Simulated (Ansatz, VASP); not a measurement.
# W in VASP and in Ansatz

```
CELL_PARAMETERS angstrom
-1.59217 1.59217 1.59217
1.59217 -1.59217 1.59217
1.59217 1.59217 -1.59217
ATOMIC_POSITIONS crystal
W 0.00000 0.00000 0.00000
```

Alike in both runs: task single point; functional PBE; k mesh 14 × 14 × 14; occupations methfessel-paxton of order 1, width 0.1 eV; no spin polarisation.

|  | VASP | Ansatz |
| --- | --- | --- |
| version | VASP 6.6.1 | Ansatz 0.2.0 |
| potentials or method | VASP PAW PBE potentials, release 64 (W_sv), cutoff 520 eV | plane waves (420 eV) with PAW, scalar-relativistic |
| valence electrons in the cell | 14 | 14 |

|  | VASP | Ansatz | Ansatz less VASP |
| --- | --- | --- | --- |
| pressure (GPa) | 0.8 | 0.4 | -0.49 |

The functional is the same, so the differences come from potentials, cutoffs and numerics.

Neither program's run includes spin-orbit coupling.
